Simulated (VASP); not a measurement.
# Al3BAs2 (P-3m1) in VASP: further runs

Al3BAs2 is run at these levels: PBE; tasks: single point.

Program: VASP 6.6.1. These are calculated values, not measurements. Logs are shortened: lines on timing, memory, paths and dates and some standing lists are left out, and cuts for length are marked.

### 1 The cell of the first run

Symmetry: P-3m1, No. 164, trigonal system. Conventional cell: a = 4.718 Å, b = 4.718 Å, c = 5.066 Å, α = 90.00°, β = 90.00°, γ = 120.00°. Al (site symmetry 3m) has 5 As at 2.48 to 2.73 Å and 3 B at 2.95 Å and 3 Al at 3.07 Å within 3.3 Å. Al (site symmetry -3m) has 2 B at 2.53 Å and 6 As at 2.97 Å and 6 Al at 3.07 Å within 3.3 Å. Within 3.3 Å of B (site symmetry -3m) lie 8 Al at 2.53 to 2.95 Å and 6 As at 3.04 Å. Within 3.3 Å of As (site symmetry 3m) lie 8 Al at 2.48 to 2.97 Å and 3 B at 3.04 Å.

### 2 Single point, PBE

INCAR reads:

```
PREC = Accurate ; ENCUT = 520
EDIFF = 1E-6 ; ISMEAR = 0
SIGMA = 0.1 ; LREAL = F
LASPH = T ; NELM = 80
ALGO = Normal ; ISIF = 2
LWAVE = F ; LCHARG = F
GGA = PE ; NBANDS = 20
```

KPOINTS reads:

```
Automatic mesh
0
Gamma
  6 6 4
```

POSCAR reads:

```
Al3BAs2
1.0
    4.7182678242     -0.0000000031      0.0000000000
   -2.3591339094      4.0861397991      0.0000000000
    0.0000000000      0.0000000000      5.0658688670
Al B As
3 1 2
Direct
    0.3333333333      0.6666666667      0.7784585796
    0.6666666667      0.3333333333      0.2215414204
    0.0000000000      0.0000000000      0.5000000000
    0.0000000000      0.0000000000      0.0000000000
    0.3333333333      0.6666666667      0.2677284140
    0.6666666667      0.3333333333      0.7322715860
```

Potentials or basis: VASP PAW PBE potentials, release 64 (Al, B, As).

Command:

```console
> cat potpaw_PBE.64/Al/POTCAR potpaw_PBE.64/B/POTCAR potpaw_PBE.64/As/POTCAR > POTCAR
> mpirun -np 1 vasp_std > vasp.out
```

OUTCAR:

```text
PREC = Accurate
   ENCUT = 520
   EDIFF = 1E-6
   ISMEAR = 0
   LREAL = F
   LASPH = T
   NELM = 80
   ISIF = 2
   GGA = PE

 ion  position               nearest neighbor table
   1  0.333  0.667  0.778-   5 2.48   5 2.59   6 2.73   6 2.73   6 2.73   3 3.07   3 3.07   3 3.07

   2  0.667  0.333  0.222-   6 2.48   6 2.59   5 2.73   5 2.73   5 2.73   3 3.07   3 3.07   3 3.07

   3  0.000  0.000  0.500-   4 2.53   4 2.53   6 2.97   5 2.97   5 2.97   6 2.97   6 2.97   5 2.97
                             1 3.07   2 3.07   1 3.07   2 3.07   1 3.07   2 3.07
   4  0.000  0.000  0.000-   3 2.53   3 2.53
   5  0.333  0.667  0.268-   1 2.48   1 2.59   2 2.73   2 2.73   2 2.73   3 2.97   3 2.97   3 2.97

   6  0.667  0.333  0.732-   2 2.48   2 2.59   1 2.73   1 2.73   1 2.73   3 2.97   3 2.97   3 2.97

  LATTYP: Found a hexagonal cell.
 ALAT       =     4.7182678242
 C/A-ratio  =     1.0736713251

  Lattice vectors:

 A1 = (   4.7182678242,  -0.0000000031,   0.0000000000)
 A2 = (  -2.3591339094,   4.0861397991,   0.0000000000)
 A3 = (   0.0000000000,   0.0000000000,   5.0658688670)

Analysis of symmetry for initial positions (statically):
=====================================================================
 Subroutine PRICEL returns:
 Original cell was already a primitive cell.

 Routine SETGRP: Setting up the symmetry group for a
 hexagonal supercell.

 Subroutine GETGRP returns: Found 12 space group operations
 (whereof 12 operations were pure point group operations)
 out of a pool of 24 trial point group operations.

The static configuration has the point symmetry D_3d.

Analysis of symmetry for dynamics (positions and initial velocities):
=====================================================================
 Subroutine PRICEL returns:
 Original cell was already a primitive cell.

 Routine SETGRP: Setting up the symmetry group for a
 hexagonal supercell.

 Subroutine GETGRP returns: Found 12 space group operations
 (whereof 12 operations were pure point group operations)
 out of a pool of 24 trial point group operations.

The dynamic configuration has the point symmetry D_3d.

 Subroutine INISYM returns: Found 12 space group operations
 (whereof 12 operations are pure point group operations),
 and found     1 'primitive' translations

----------------------------------------------------------------------------------------

                                     Primitive cell

  volume of cell :      97.6674

  direct lattice vectors                    reciprocal lattice vectors
[... 98 lines left out ...]
   IBRION =     -1    ionic relax: 0-MD 1-quasi-New 2-CG
   NFREE  =      0    steps in history (QN), initial steepest desc. (CG)
   ISIF   =      2    stress and relaxation
   ISYM   =      2    0-nonsym 1-usesym 2-fastsym
   POTIM  = 0.5000    time-step for ionic-motion
   TEBEG  =    0.0;   TEEND  =   0.0 temperature during run
   PSTRESS=    0.0 pullay stress
   NELECT =      22.0000    total number of electrons
   NUPDOWN=      -1.0000    fix difference up-down
   EMIN   =  10.00;   EMAX   =-10.00  energy-range for DOS
   EFERMI =   0.00;   METHOD = LEGACY
   ISMEAR =     0;   SIGMA  =   0.10  broadening in eV -4-tet -1-fermi 0-gaus
   EFERMI_NEDOS =   21; number of points for ismear=-14 and -15
   IALGO  =     38    algorithm
   IMIX   =      4    mixing-type and parameters
     AMIX     =   0.40;   BMIX     =  1.00
     AMIX_MAG =   1.60;   BMIX_MAG =  1.00
  volume/ion in A,a.u.               =      16.28       109.85
  Fermi-wavevector in a.u.,A,eV,Ry     =   0.996091  1.882340 13.499671  0.992198
  Thomas-Fermi vector in A             =   2.128156
   LORBIT       =      0    0 simple, 1 ext, 2 COOP (PROOUT), +10 PAW based schemes
   GGA     = PE    functional components
   LHFCALC =     F    Hartree Fock is set to
   AEXX    =    0.0000 exact exchange contribution
   IVDW    =     0    specifies the selected vdW correction
   LEPSILON=     F    determine dielectric tensor
   LRPA    =     F    only Hartree local field effects (RPA)
 non-spin polarized calculation
 Gauss-broadening in eV      SIGMA  =   0.10
  energy-cutoff  :      520.00
  volume of cell :       97.67
 maximum number of plane-waves:      2658
 NGX is ok and might be reduce to    36
   NGX = 17   NGY = 17   NGZ = 19

 number of electron      22.0000001 magnetization

 Free energy of the ion-electron system (eV)
  ---------------------------------------------------
  ext. energy  EPLUGINS =         0.00000000
  ---------------------------------------------------
  free energy    TOTEN  =       -24.17135053 eV

  energy without entropy =      -24.15580169  energy(sigma->0) =      -24.16357611

 E-fermi :   7.1843     XC(G=0): -10.4489

 val. band max:        7.1837079368   @ k =   0.1667   0.0000   0.5000
 cond. band min:       7.1892159577   @ k =  -0.1667   0.5000   0.2500
 fundamental gap:      0.0055080209
 Fermi energy:         7.1843443867

 k-point     1 :       0.0000    0.0000    0.0000
  band No.  band energies     occupation
      1      -6.5782      2.00000
      2      -3.4046      2.00000
      3       0.2128      2.00000
      4       1.9990      2.00000
      5       2.8562      2.00000
      6       2.9604      2.00000
[... 541 lines left out ...]
     19      12.4638      0.00000
     20      12.4638      0.00000

------------------------ aborting loop because EDIFF is reached ----------------------------------------

  FORCE on cell =-STRESS in cart. coord.  units (eV):
  Direction    XX          YY          ZZ          XY          YZ          ZX
  --------------------------------------------------------------------------------------
  -------------------------------------------------------------------------------------
  Total        0.1101886      0.1101886      0.1026954      0.0000000      0.0000000     -0.0000000
  in kB        1.8075804      1.8075804      1.6846586      0.0000000      0.0000000     -0.0000000
  external PRESSURE =       1.7666064 kB  Pullay stress =       0.0000000 kB

 VOLUME and BASIS-vectors are now :
 -----------------------------------------------------------------------------
  energy-cutoff  :      520.00
  volume of cell :       97.67
      direct lattice vectors                 reciprocal lattice vectors
     4.718267824 -0.000000003  0.000000000     0.211942187  0.122364878  0.000000000
    -2.359133909  4.086139799  0.000000000     0.000000000  0.244729757  0.000000000
     0.000000000  0.000000000  5.065868867     0.000000000  0.000000000  0.197399504

 POSITION                                       TOTAL-FORCE (eV/Angst)
 -----------------------------------------------------------------------------------
      0.00000      2.72409      3.94357        -0.000000      0.000000      0.004074
      2.35913      1.36205      1.12230         0.000000     -0.000000     -0.004074
      0.00000      0.00000      2.53293        -0.000000      0.000000      0.000000
      0.00000      0.00000      0.00000        -0.000000      0.000000      0.000000
      0.00000      2.72409      1.35628        -0.000000      0.000000     -0.000209
      2.35913      1.36205      3.70959         0.000000     -0.000000      0.000209
 -----------------------------------------------------------------------------------
    total drift:                               -0.000000      0.000000      0.000000

  FREE ENERGIE OF THE ION-ELECTRON SYSTEM (eV)
  ---------------------------------------------------
  free  energy   TOTEN  =       -24.1713505270 eV

  energy  without entropy=      -24.1558016901  energy(sigma->0) =      -24.16357611
```

stdout:

```text
POSCAR found type information on POSCAR AlB As
 POSCAR found :  3 types and       6 ions
 scaLAPACK will be used
 LDA part: xc-table for (Slater+PW92), standard interpolation
 POSCAR, INCAR and KPOINTS ok, starting setup
 FFT: planning ... GRIDC
 FFT: planning ... GRID_SOFT
 FFT: planning ... GRID
 WAVECAR not read
 entering main loop
```

Run time: 19 s. Hardware: 1 thread of Intel Xeon 6975P-C (Granite Rapids), shared host; peak memory 0.23 GiB.

What came out:

```
Free energy            : -24.1714 eV
Pressure               : 0.2 GPa
Largest force          : 0.004 eV/Å
Band gap on the k mesh : zero (band 11 reaches 8.35 eV, above the bottom of band 12 at 5.58 eV)
```

Forces in eV/Å, atoms in the order of the input:
```
Al   0.000  0.000  0.004
Al   0.000  0.000 -0.004
Al   0.000  0.000  0.000
B    0.000  0.000  0.000
As   0.000  0.000  0.000
As   0.000  0.000  0.000
```

### 3 Single point, PBE

This run uses another cell than the first one, of 19.41 Å³/atom, 1.192 times its volume.

INCAR reads:

```
PREC     = Accurate       # precision mode
ENCUT    = 520            # plane-wave cutoff, eV
EDIFF    = 1E-6           # SCF threshold, eV
ISMEAR   = 0              # smearing method
SIGMA    = 0.1            # smearing width, eV
LREAL    = False          # projectors in reciprocal space
LASPH    = True           # aspherical terms in the spheres
NELM     = 60             # most SCF steps
ALGO     = Normal         # electronic algorithm
ISIF     = 2              # what is computed and relaxed
LWAVE    = False          # write WAVECAR
LCHARG   = False          # write CHGCAR
GGA      = PE             # functional
NBANDS   = 20             # bands
```

KPOINTS is that of step 2.

POSCAR reads:

```
Al3BAs2
1.0
    4.3762684900      0.0000000000      0.0000000000
   -2.1881342400      3.7899596800      0.0000000000
    0.0000000000      0.0000000000      7.0220412900
Al B As
3 1 2
Direct
    0.3333333300      0.6666666700      0.6460000300
    0.6666666700      0.3333333300      0.3539999700
    0.0000000000      0.0000000000      0.5000000000
    0.0000000000      0.0000000000      0.0000000000
    0.3333333300      0.6666666700      0.2557500000
    0.6666666700      0.3333333300      0.7442500000
```

Potentials or basis: VASP PAW PBE potentials, release 64 (Al, B, As).

Command:

```console
> cat potpaw_PBE.64/Al/POTCAR potpaw_PBE.64/B/POTCAR potpaw_PBE.64/As/POTCAR > POTCAR
> mpirun -np 1 vasp_std > vasp.out
```

OUTCAR:

```text
PREC = Accurate
   ENCUT = 520
   EDIFF = 1E-6
   ISMEAR = 0
   LREAL = False
   LASPH = True
   NELM = 60
   ISIF = 2
   GGA = PE

 ion  position               nearest neighbor table
   1  0.333  0.667  0.646-   6 2.62   6 2.62   6 2.62   3 2.73   3 2.73   3 2.73   5 2.74   2 3.25
                             2 3.25   2 3.25
   2  0.667  0.333  0.354-   5 2.62   5 2.62   5 2.62   3 2.73   3 2.73   3 2.73   6 2.74   1 3.25
                             1 3.25   1 3.25
   3  0.000  0.000  0.500-   1 2.73   2 2.73   1 2.73   2 2.73   2 2.73   1 2.73   5 3.05   6 3.05
                             6 3.05   5 3.05   6 3.05   5 3.05
   4  0.000  0.000  0.000-
   5  0.333  0.667  0.256-   2 2.62   2 2.62   2 2.62   1 2.74   3 3.05   3 3.05   3 3.05
   6  0.667  0.333  0.744-   1 2.62   1 2.62   1 2.62   2 2.74   3 3.05   3 3.05   3 3.05

  LATTYP: Found a hexagonal cell.
 ALAT       =     4.3762684900
 C/A-ratio  =     1.6045727784

  Lattice vectors:

 A1 = (   4.3762684900,   0.0000000000,   0.0000000000)
 A2 = (  -2.1881342400,   3.7899596800,   0.0000000000)
 A3 = (   0.0000000000,   0.0000000000,   7.0220412900)

Analysis of symmetry for initial positions (statically):
=====================================================================
 Subroutine PRICEL returns:
 Original cell was already a primitive cell.

 Routine SETGRP: Setting up the symmetry group for a
 hexagonal supercell.

 Subroutine GETGRP returns: Found 12 space group operations
 (whereof 12 operations were pure point group operations)
 out of a pool of 24 trial point group operations.

The static configuration has the point symmetry D_3d.

Analysis of symmetry for dynamics (positions and initial velocities):
=====================================================================
 Subroutine PRICEL returns:
 Original cell was already a primitive cell.

 Routine SETGRP: Setting up the symmetry group for a
 hexagonal supercell.

 Subroutine GETGRP returns: Found 12 space group operations
 (whereof 12 operations were pure point group operations)
 out of a pool of 24 trial point group operations.

The dynamic configuration has the point symmetry D_3d.

 Subroutine INISYM returns: Found 12 space group operations
 (whereof 12 operations are pure point group operations),
 and found     1 'primitive' translations

----------------------------------------------------------------------------------------

                                     Primitive cell

  volume of cell :     116.4667

  direct lattice vectors                    reciprocal lattice vectors
     4.376268490  0.000000000  0.000000000     0.228505176  0.131927525  0.000000000
    -2.188134240  3.789959680  0.000000000     0.000000000  0.263855050  0.000000000
     0.000000000  0.000000000  7.022041290     0.000000000  0.000000000  0.142408733

  length of vectors
     4.376268490  4.376268482  7.022041290     0.263855049  0.263855050  0.142408733

  position of ions in fractional coordinates (direct lattice)
     0.333333330  0.666666670  0.646000030
     0.666666670  0.333333330  0.353999970
     0.000000000  0.000000000  0.500000000
     0.000000000  0.000000000  0.000000000
     0.333333330  0.666666670  0.255750000
     0.666666670  0.333333330  0.744250000

  ion indices of the primitive-cell ions
[... 36 lines left out ...]
  0.000000  0.000000  0.000000      1.000000
  0.166667  0.000000  0.000000      6.000000
  0.333333 -0.000000  0.000000      6.000000
  0.500000 -0.000000  0.000000      3.000000
  0.166667  0.166667  0.000000      6.000000
  0.333333  0.166667  0.000000     12.000000
[... 16 lines left out ...]
  0.333333  0.166667  0.500000     12.000000
  0.333333  0.333333  0.500000      2.000000
   k-points           NKPTS =     24   k-points in BZ     NKDIM =     24   number of bands    NBANDS=     20
   number of dos      NEDOS =    301   number of ions     NIONS =      6
   total plane-waves  NPLWV =  69984
   dimension x,y,z NGX =    36 NGY =   36 NGZ =   54
   dimension x,y,z NGXF=    72 NGYF=   72 NGZF=  108
   ions per type =               3   1   2
   NGX,Y,Z   is equivalent  to a cutoff of  13.68, 13.68, 12.78 a.u.
   NGXF,Y,Z  is equivalent  to a cutoff of  27.35, 27.35, 25.57 a.u.
 SYSTEM =  unknown system
   PREC   = accura    normal or accurate (medium, high low for compatibility)
   ISTART =      0    job   : 0-new  1-cont  2-samecut
   ICHARG =      2    charge: 1-file 2-atom 10-const
   ISPIN  =      1    spin polarized calculation?
   LNONCOLLINEAR =      F non collinear calculations
   LSORBIT =      F    spin-orbit coupling
   LASPH  =      T    aspherical Exc in radial PAW
   ENCUT  =  520.0 eV  38.22 Ry    6.18 a.u.   8.14  8.14 13.06*2*pi/ulx,y,z
   NELM   =     60;   NELMIN=  2; NELMDL= -5     # of ELM steps
   EDIFF  = 0.1E-05   stopping-criterion for ELM
   LREAL  =      F    real-space projection
   EDIFFG = 0.1E-04   stopping-criterion for IOM
   NSW    =      0    number of steps for IOM
   IBRION =     -1    ionic relax: 0-MD 1-quasi-New 2-CG
   NFREE  =      0    steps in history (QN), initial steepest desc. (CG)
   ISIF   =      2    stress and relaxation
   ISYM   =      2    0-nonsym 1-usesym 2-fastsym
   POTIM  = 0.5000    time-step for ionic-motion
   TEBEG  =    0.0;   TEEND  =   0.0 temperature during run
   PSTRESS=    0.0 pullay stress
   NELECT =      22.0000    total number of electrons
   NUPDOWN=      -1.0000    fix difference up-down
   EMIN   =  10.00;   EMAX   =-10.00  energy-range for DOS
   EFERMI =   0.00;   METHOD = LEGACY
   ISMEAR =     0;   SIGMA  =   0.10  broadening in eV -4-tet -1-fermi 0-gaus
   EFERMI_NEDOS =   21; number of points for ismear=-14 and -15
   IALGO  =     38    algorithm
   IMIX   =      4    mixing-type and parameters
     AMIX     =   0.40;   BMIX     =  1.00
     AMIX_MAG =   1.60;   BMIX_MAG =  1.00
  volume/ion in A,a.u.               =      19.41       130.99
  Fermi-wavevector in a.u.,A,eV,Ry     =   0.939323  1.775064 12.004804  0.882328
  Thomas-Fermi vector in A             =   2.066624
   LORBIT       =      0    0 simple, 1 ext, 2 COOP (PROOUT), +10 PAW based schemes
   GGA     = PE    functional components
   LHFCALC =     F    Hartree Fock is set to
   AEXX    =    0.0000 exact exchange contribution
   IVDW    =     0    specifies the selected vdW correction
   LEPSILON=     F    determine dielectric tensor
   LRPA    =     F    only Hartree local field effects (RPA)
 non-spin polarized calculation
 Gauss-broadening in eV      SIGMA  =   0.10
  energy-cutoff  :      520.00
  volume of cell :      116.47
 maximum number of plane-waves:      3170
 NGX is ok and might be reduce to    36
   NGX = 17   NGY = 17   NGZ = 27

 number of electron      22.0000000 magnetization

 Free energy of the ion-electron system (eV)
  ---------------------------------------------------
  ext. energy  EPLUGINS =         0.00000000
  ---------------------------------------------------
  free energy    TOTEN  =       -22.41871370 eV

  energy without entropy =      -22.40209052  energy(sigma->0) =      -22.41040211

 E-fermi :   5.3855     XC(G=0):  -9.6019

 val. band max:        5.3680773023   @ k =   0.3333   0.1667   0.2500
 cond. band min:       5.4582020776   @ k =   0.5000  -0.0000   0.0000
 fundamental gap:      0.0901247752
 Fermi energy:         5.3854840117

 k-point     1 :       0.0000    0.0000    0.0000
  band No.  band energies     occupation
      1      -7.7276      2.00000
      2      -6.1828      2.00000
      3      -2.0687      2.00000
      4       1.1526      2.00000
      5       2.3171      2.00000
      6       2.3171      2.00000
[... 541 lines left out ...]
     19       9.9991      0.00000
     20       9.9991      0.00000

------------------------ aborting loop because EDIFF is reached ----------------------------------------

  FORCE on cell =-STRESS in cart. coord.  units (eV):
  Direction    XX          YY          ZZ          XY          YZ          ZX
  --------------------------------------------------------------------------------------
  -------------------------------------------------------------------------------------
  Total        1.9118955      1.9118955     -2.6311074      0.0000000      0.0000000     -0.0000000
  in kB       26.3010333     26.3010333    -36.1948882      0.0000000      0.0000000     -0.0000000
  external PRESSURE =       5.4690595 kB  Pullay stress =       0.0000000 kB

 VOLUME and BASIS-vectors are now :
 -----------------------------------------------------------------------------
  energy-cutoff  :      520.00
  volume of cell :      116.47
      direct lattice vectors                 reciprocal lattice vectors
     4.376268490  0.000000000  0.000000000     0.228505176  0.131927525  0.000000000
    -2.188134240  3.789959680  0.000000000     0.000000000  0.263855050  0.000000000
     0.000000000  0.000000000  7.022041290     0.000000000  0.000000000  0.142408733

 POSITION                                       TOTAL-FORCE (eV/Angst)
 -----------------------------------------------------------------------------------
     -0.00000      2.52664      4.53624         0.000000      0.000000      0.417733
      2.18813      1.26332      2.48580         0.000000     -0.000000     -0.417733
      0.00000      0.00000      3.51102         0.000000      0.000000      0.000000
      0.00000      0.00000      0.00000         0.000000      0.000000      0.000000
     -0.00000      2.52664      1.79589        -0.000000      0.000000     -0.497897
      2.18813      1.26332      5.22615         0.000000      0.000000      0.497897
 -----------------------------------------------------------------------------------
    total drift:                                0.000000      0.000000     -0.000000

  FREE ENERGIE OF THE ION-ELECTRON SYSTEM (eV)
  ---------------------------------------------------
  free  energy   TOTEN  =       -22.4187137020 eV

  energy  without entropy=      -22.4020905203  energy(sigma->0) =      -22.41040211
```

Run time: 28 s. Hardware: 1 thread of Intel Xeon 6975P-C (Granite Rapids), shared host; peak memory 0.27 GiB.

Results:

| Item | Value |
| --- | --- |
| Free energy | -22.4187 eV |
| Pressure | 0.5 GPa |
| Largest force | 0.498 eV/Å |
| Band gap on the k mesh | zero (band 11 reaches 6.80 eV, above the bottom of band 12 at 4.81 eV) |

Forces on the atoms (eV/Å):
```
Al   0.000  0.000  0.418
Al   0.000  0.000 -0.418
Al   0.000  0.000  0.000
B    0.000  0.000  0.000
As   0.000  0.000 -0.498
As   0.000  0.000  0.498
```
